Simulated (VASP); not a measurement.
# Ga5Sb3As2 (an interface model) in VASP: single point with PBEsol

Aim: the single point of Ga5Sb3As2 (an interface model) with PBEsol.

Program: VASP 6.6.1. These are calculated values, not measurements. Logs are shortened: lines on timing, memory, paths and dates and some standing lists are left out, and cuts for length are marked.

## (1) The cell of the first run

The cell holds layers of an interface, 20 atoms: a = 4.323 Å, b = 4.323 Å, c = 28.980 Å, α = 90.00°, β = 90.00°, γ = 90.00°.

## (2) Single point, PBEsol

File INCAR:

```
PREC = Accurate
ENCUT = 400
EDIFF = 1E-6
ISMEAR = -1
SIGMA = 0.05
LREAL = F
LASPH = T
NELM = 120
ALGO = Normal
ISIF = 2
LWAVE = F
LCHARG = F
GGA = PS
NBANDS = 106
GGA_COMPAT = F
```

File KPOINTS:

```
regular mesh
0
Gamma
  6 6 1
```

File POSCAR:

```
Ga5Sb3As2
1.0
    3.0566970000      3.0566970000      0.0000000000
   -3.0566970000      3.0566970000      0.0000000000
    0.0000000000      0.0000000000     28.9800900000
Ga As Sb
10 4 6
Direct
    0.0000000000      0.0000000000      0.0000000000
    0.0000000000      0.0000000000      0.1835730000
    0.0000000000      0.0000000000      0.3671460000
    0.0000000000      0.0000000000      0.5780970000
    0.0000000000      0.0000000000      0.7890490000
    0.5000000000      0.5000000000      0.0917860000
    0.5000000000      0.5000000000      0.2753590000
    0.5000000000      0.5000000000      0.4726210000
    0.5000000000      0.5000000000      0.6835730000
    0.5000000000      0.5000000000      0.8945240000
    0.5000000000      0.0000000000      0.0458930000
    0.5000000000      0.0000000000      0.2294660000
    0.0000000000      0.5000000000      0.1376800000
    0.0000000000      0.5000000000      0.3212520000
    0.5000000000      0.0000000000      0.4198830000
    0.5000000000      0.0000000000      0.6308350000
    0.5000000000      0.0000000000      0.8417860000
    0.0000000000      0.5000000000      0.5253590000
    0.0000000000      0.5000000000      0.7363110000
    0.0000000000      0.5000000000      0.9472620000
```

Potentials or basis: VASP PAW PBE potentials, release 64 (Ga_d, As, Sb).

The run is started by

```bash
$ cat potpaw_PBE.64/Ga_d/POTCAR potpaw_PBE.64/As/POTCAR potpaw_PBE.64/Sb/POTCAR > POTCAR
$ mpirun -np 1 vasp_std > vasp.out
```

OUTCAR:

```text
PREC = Accurate
   ENCUT = 400
   EDIFF = 1E-6
   ISMEAR = -1
   LREAL = F
   LASPH = T
   NELM = 120
   ISIF = 2
   GGA = PS

 ion  position               nearest neighbor table
   1  0.000  0.000  0.000-  11 2.54  11 2.54  20 2.65  20 2.65
   2  0.000  0.000  0.184-  12 2.54  13 2.54  13 2.54  12 2.54
   3  0.000  0.000  0.367-  14 2.54  14 2.54  15 2.65  15 2.65
   4  0.000  0.000  0.578-  16 2.65  18 2.65  18 2.65  16 2.65
   5  0.000  0.000  0.789-  17 2.65  17 2.65  19 2.65  19 2.65
   6  0.500  0.500  0.092-  11 2.54  11 2.54  13 2.54  13 2.54
[... 12 lines left out ...]
  19  0.000  0.500  0.736-   5 2.65   9 2.65   5 2.65   9 2.65
  20  0.000  0.500  0.947-   1 2.65   1 2.65  10 2.65  10 2.65

  LATTYP: Found a simple tetragonal cell.
 ALAT       =     4.3228223535
 C/A-ratio  =     6.7039743090

  Lattice vectors:

 A1 = (   3.0566970000,   3.0566970000,   0.0000000000)
 A2 = (  -3.0566970000,   3.0566970000,   0.0000000000)
 A3 = (   0.0000000000,   0.0000000000,  28.9800900000)

Analysis of symmetry for initial positions (statically):
=====================================================================
 Subroutine PRICEL returns:
 Original cell was already a primitive cell.

 Routine SETGRP: Setting up the symmetry group for a
 simple tetragonal supercell.

 Subroutine GETGRP returns: Found  8 space group operations
 (whereof  4 operations were pure point group operations)
 out of a pool of 16 trial point group operations.

The static configuration has the point symmetry C_2v.
 The point group associated with its full space group is D_2d.

Analysis of symmetry for dynamics (positions and initial velocities):
=====================================================================
 Subroutine PRICEL returns:
 Original cell was already a primitive cell.

 Routine SETGRP: Setting up the symmetry group for a
 simple tetragonal supercell.

 Subroutine GETGRP returns: Found  8 space group operations
 (whereof  4 operations were pure point group operations)
 out of a pool of 16 trial point group operations.

The dynamic configuration has the point symmetry C_2v.
 The point group associated with its full space group is D_2d.

 Subroutine INISYM returns: Found  8 space group operations
 (whereof  4 operations are pure point group operations),
 and found     1 'primitive' translations

----------------------------------------------------------------------------------------

                                     Primitive cell

  volume of cell :     541.5449

  direct lattice vectors                    reciprocal lattice vectors
     3.056697000  3.056697000  0.000000000     0.163575258  0.163575258  0.000000000
    -3.056697000  3.056697000  0.000000000    -0.163575258  0.163575258  0.000000000
     0.000000000  0.000000000 28.980090000     0.000000000  0.000000000  0.034506449

  length of vectors
     4.322822353  4.322822353 28.980090000     0.231330348  0.231330348  0.034506449

  position of ions in fractional coordinates (direct lattice)
     0.000000000  0.000000000  0.000000000
     0.000000000  0.000000000  0.183573000
     0.000000000  0.000000000  0.367146000
     0.000000000  0.000000000  0.578097000
     0.000000000  0.000000000  0.789049000
     0.500000000  0.500000000  0.091786000
[... 12 lines left out ...]
     0.000000000  0.500000000  0.736311000
     0.000000000  0.500000000  0.947262000

  ion indices of the primitive-cell ions
   primitive index   ion index
                 1           1
                 2           2
                 3           3
                 4           4
                 5           5
                 6           6
[... 12 lines left out ...]
                19          19
                20          20

----------------------------------------------------------------------------------------

 KPOINTS: regular mesh

Automatic generation of k-mesh.
 Grid dimensions read from file:
 generate k-points for:    6    6    1

 Generating k-lattice:

  Cartesian coordinates                     Fractional coordinates (reciprocal lattice)
     0.027262543  0.027262543  0.000000000     0.166666667  0.000000000  0.000000000
    -0.027262543  0.027262543  0.000000000     0.000000000  0.166666667  0.000000000
     0.000000000  0.000000000  0.034506449     0.000000000  0.000000000  1.000000000

  Length of vectors
     0.038555058  0.038555058  0.034506449

  Shift w.r.t. Gamma in fractional coordinates (k-lattice)
     0.000000000  0.000000000  0.000000000

 Subroutine IBZKPT returns following result:
 ===========================================

 Found     10 irreducible k-points:

 Following reciprocal coordinates:
            Coordinates               Weight
  0.000000  0.000000  0.000000      1.000000
  0.166667  0.000000  0.000000      4.000000
  0.333333  0.000000  0.000000      4.000000
  0.500000  0.000000  0.000000      2.000000
  0.166667  0.166667  0.000000      4.000000
  0.333333  0.166667  0.000000      8.000000
  0.500000  0.166667  0.000000      4.000000
  0.333333  0.333333  0.000000      4.000000
  0.500000  0.333333  0.000000      4.000000
  0.500000  0.500000  0.000000      1.000000
   k-points           NKPTS =     10   k-points in BZ     NKDIM =     10   number of bands    NBANDS=    106
   number of dos      NEDOS =    301   number of ions     NIONS =     20
   total plane-waves  NPLWV = 150528
   dimension x,y,z NGX =    28 NGY =   28 NGZ =  192
   dimension x,y,z NGXF=    56 NGYF=   56 NGZF=  384
   ions per type =              10   4   6
   NGX,Y,Z   is equivalent  to a cutoff of  10.77, 10.77, 11.01 a.u.
   NGXF,Y,Z  is equivalent  to a cutoff of  21.54, 21.54, 22.03 a.u.
 SYSTEM =  unknown system
   PREC   = accura    normal or accurate (medium, high low for compatibility)
   ISTART =      0    job   : 0-new  1-cont  2-samecut
   ICHARG =      2    charge: 1-file 2-atom 10-const
   ISPIN  =      1    spin polarized calculation?
   LNONCOLLINEAR =      F non collinear calculations
   LSORBIT =      F    spin-orbit coupling
   LASPH  =      T    aspherical Exc in radial PAW
   ENCUT  =  400.0 eV  29.40 Ry    5.42 a.u.   7.05  7.05 47.26*2*pi/ulx,y,z
   NELM   =    120;   NELMIN=  2; NELMDL= -5     # of ELM steps
   EDIFF  = 0.1E-05   stopping-criterion for ELM
   LREAL  =      F    real-space projection
   EDIFFG = 0.1E-04   stopping-criterion for IOM
   NSW    =      0    number of steps for IOM
   IBRION =     -1    ionic relax: 0-MD 1-quasi-New 2-CG
   NFREE  =      0    steps in history (QN), initial steepest desc. (CG)
   ISIF   =      2    stress and relaxation
   ISYM   =      2    0-nonsym 1-usesym 2-fastsym
   POTIM  = 0.5000    time-step for ionic-motion
   TEBEG  =    0.0;   TEEND  =   0.0 temperature during run
   PSTRESS=    0.0 pullay stress
   NELECT =     180.0000    total number of electrons
   NUPDOWN=      -1.0000    fix difference up-down
   EMIN   =  10.00;   EMAX   =-10.00  energy-range for DOS
   EFERMI =   0.00;   METHOD = LEGACY
   ISMEAR =    -1;   SIGMA  =   0.05  broadening in eV -4-tet -1-fermi 0-gaus
   EFERMI_NEDOS =   21; number of points for ismear=-14 and -15
   IALGO  =     38    algorithm
   IMIX   =      4    mixing-type and parameters
     AMIX     =   0.40;   BMIX     =  1.00
     AMIX_MAG =   1.60;   BMIX_MAG =  1.00
  volume/ion in A,a.u.               =      27.08       182.73
  Fermi-wavevector in a.u.,A,eV,Ry     =   1.134020  2.142988 17.497120  1.286002
  Thomas-Fermi vector in A             =   2.270724
   LORBIT       =      0    0 simple, 1 ext, 2 COOP (PROOUT), +10 PAW based schemes
   GGA     = PS    functional components
   LHFCALC =     F    Hartree Fock is set to
   AEXX    =    0.0000 exact exchange contribution
   IVDW    =     0    specifies the selected vdW correction
   LEPSILON=     F    determine dielectric tensor
   LRPA    =     F    only Hartree local field effects (RPA)
 non-spin polarized calculation
  energy-cutoff  :      400.00
  volume of cell :      541.54
 maximum number of plane-waves:      9874
   NGX = 15   NGY = 15   NGZ = 95

 number of electron     180.0000210 magnetization

 Free energy of the ion-electron system (eV)
  ---------------------------------------------------
  ext. energy  EPLUGINS =         0.00000000
  ---------------------------------------------------
  free energy    TOTEN  =       -84.51274321 eV

  energy without entropy =      -84.50739091  energy(sigma->0) =      -84.51006706

 E-fermi :   4.2055     XC(G=0):  -9.3110

 val. band max:        4.1182149603   @ k =   0.0000   0.0000   0.0000
 cond. band min:       4.2316839373   @ k =   0.0000   0.0000   0.0000
 fundamental gap:      0.1134689769
 Fermi energy:         4.2054520634

 k-point     1 :       0.0000    0.0000    0.0000
  band No.  band energies     occupation
      1     -10.8690      2.00000
      2     -10.8492      2.00000
      3     -10.8154      2.00000
      4     -10.8095      2.00000
      5     -10.8094      2.00000
      6     -10.8015      2.00000
[... 94 lines left out ...]
    101       5.6811      0.00000
    102       5.7587      0.00000

 k-point     2 :       0.1667    0.0000    0.0000
  band No.  band energies     occupation
      1     -10.8657      2.00000
      2     -10.8492      2.00000
      3     -10.8257      2.00000
      4     -10.8184      2.00000
      5     -10.8076      2.00000
      6     -10.8014      2.00000
[... 94 lines left out ...]
    101       6.2664      0.00000
    102       6.6600      0.00000

 k-point     3 :       0.3333    0.0000    0.0000
  band No.  band energies     occupation
      1     -10.8594      2.00000
      2     -10.8519      2.00000
      3     -10.8408      2.00000
      4     -10.8313      2.00000
      5     -10.8030      2.00000
      6     -10.8012      2.00000
[... 94 lines left out ...]
    101       7.7376      0.00000
    102       7.7874      0.00000

 k-point     4 :       0.5000    0.0000    0.0000
  band No.  band energies     occupation
      1     -10.8551      2.00000
      2     -10.8525      2.00000
      3     -10.8518      2.00000
      4     -10.8359      2.00000
      5     -10.8021      2.00000
      6     -10.8011      2.00000
[... 94 lines left out ...]
    101       7.9255      0.00000
    102       7.9426      0.00000

 k-point     5 :       0.1667    0.1667    0.0000
  band No.  band energies     occupation
      1     -10.8641      2.00000
      2     -10.8502      2.00000
      3     -10.8326      2.00000
      4     -10.8303      2.00000
      5     -10.8011      2.00000
      6     -10.7986      2.00000
[... 94 lines left out ...]
    101       6.7823      0.00000
    102       6.8215      0.00000

 k-point     6 :       0.3333    0.1667    0.0000
  band No.  band energies     occupation
      1     -10.8620      2.00000
      2     -10.8547      2.00000
      3     -10.8473      2.00000
      4     -10.8411      2.00000
      5     -10.8010      2.00000
      6     -10.7957      2.00000
[... 94 lines left out ...]
    101       7.1062      0.00000
    102       7.3519      0.00000

 k-point     7 :       0.5000    0.1667    0.0000
  band No.  band energies     occupation
      1     -10.8602      2.00000
      2     -10.8585      2.00000
      3     -10.8555      2.00000
      4     -10.8446      2.00000
      5     -10.8046      2.00000
      6     -10.7935      2.00000
[... 94 lines left out ...]
    101       7.3523      0.00000
    102       7.4027      0.00000

 k-point     8 :       0.3333    0.3333    0.0000
  band No.  band energies     occupation
      1     -10.8680      2.00000
      2     -10.8639      2.00000
      3     -10.8559      2.00000
      4     -10.8542      2.00000
      5     -10.8039      2.00000
      6     -10.8035      2.00000
[... 94 lines left out ...]
    101       6.9641      0.00000
    102       7.0887      0.00000

 k-point     9 :       0.5000    0.3333    0.0000
  band No.  band energies     occupation
      1     -10.8705      2.00000
      2     -10.8702      2.00000
      3     -10.8609      2.00000
      4     -10.8577      2.00000
      5     -10.8084      2.00000
      6     -10.8054      2.00000
[... 94 lines left out ...]
    101       6.9029      0.00000
    102       6.9472      0.00000

 k-point    10 :       0.5000    0.5000    0.0000
  band No.  band energies     occupation
      1     -10.8756      2.00000
      2     -10.8753      2.00000
      3     -10.8637      2.00000
      4     -10.8632      2.00000
      5     -10.8104      2.00000
      6     -10.8104      2.00000
[... 94 lines left out ...]
    101       6.2694      0.00000
    102       6.2781      0.00000
 [bands above 102 left out]

------------------------ aborting loop because EDIFF is reached ----------------------------------------

  FORCE on cell =-STRESS in cart. coord.  units (eV):
  Direction    XX          YY          ZZ          XY          YZ          ZX
  --------------------------------------------------------------------------------------
  -------------------------------------------------------------------------------------
  Total       -8.9244957     -8.9244957     -2.1610305      0.0000000      0.0000000      0.0000000
  in kB      -26.4033943    -26.4033943     -6.3934749      0.0000000      0.0000000      0.0000000
  external PRESSURE =     -19.7334211 kB  Pullay stress =       0.0000000 kB

 VOLUME and BASIS-vectors are now :
 -----------------------------------------------------------------------------
  energy-cutoff  :      400.00
  volume of cell :      541.54
      direct lattice vectors                 reciprocal lattice vectors
     3.056697000  3.056697000  0.000000000     0.163575258  0.163575258  0.000000000
    -3.056697000  3.056697000  0.000000000    -0.163575258  0.163575258  0.000000000
     0.000000000  0.000000000 28.980090000     0.000000000  0.000000000  0.034506449

 POSITION                                       TOTAL-FORCE (eV/Angst)
 -----------------------------------------------------------------------------------
      0.00000      0.00000      0.00000        -0.000000      0.000000      0.054700
      0.00000      0.00000      5.31996        -0.000000      0.000000      0.000000
      0.00000      0.00000     10.63992        -0.000000      0.000000     -0.054700
      0.00000      0.00000     16.75330         0.000000      0.000000     -0.007987
      0.00000      0.00000     22.86671        -0.000000      0.000000      0.007987
      0.00000      3.05670      2.65997         0.000000      0.000000      0.034958
[... 12 lines left out ...]
     -1.52835      1.52835     21.33836        -0.000000      0.000000     -0.002194
     -1.52835      1.52835     27.45174        -0.000000      0.000000     -0.014314
 -----------------------------------------------------------------------------------
    total drift:                               -0.000000      0.000000     -0.041120

  FREE ENERGIE OF THE ION-ELECTRON SYSTEM (eV)
  ---------------------------------------------------
  free  energy   TOTEN  =       -84.5127432130 eV

  energy  without entropy=      -84.5073909119  energy(sigma->0) =      -84.51006706
```

Wall time 22 min (1 thread of Intel Xeon 8259CL, shared host); peak memory 0.57 GiB.

Results:

| Property | Result |
| --- | --- |
| Free energy | -84.5127 eV |
| Pressure | -2.0 GPa |
| Largest force | 0.055 eV/Å |
| Band gap on the k mesh | 0.11 eV |

Forces in eV/Å, atoms in the order of the input:
```
Ga   0.000  0.000  0.055
Ga   0.000  0.000  0.000
Ga   0.000  0.000 -0.055
Ga   0.000  0.000 -0.008
Ga   0.000  0.000  0.008
Ga   0.000  0.000  0.035
Ga   0.000  0.000 -0.035
Ga   0.000  0.000 -0.033
Ga   0.000  0.000  0.000
Ga   0.000  0.000  0.033
As   0.000  0.000  0.029
As   0.000  0.000  0.015
As   0.000  0.000 -0.015
As   0.000  0.000 -0.029
Sb   0.000  0.000  0.014
Sb   0.000  0.000  0.002
Sb   0.000  0.000 -0.008
Sb   0.000  0.000  0.008
Sb   0.000  0.000 -0.002
Sb   0.000  0.000 -0.014
```

Caveat: semilocal functionals underestimate gaps, and a narrow one can read as zero; the PAW data sets were made with another functional, which shifts forces and pressure a little; spin-orbit coupling is left out, which moves the levels of the heavy elements.
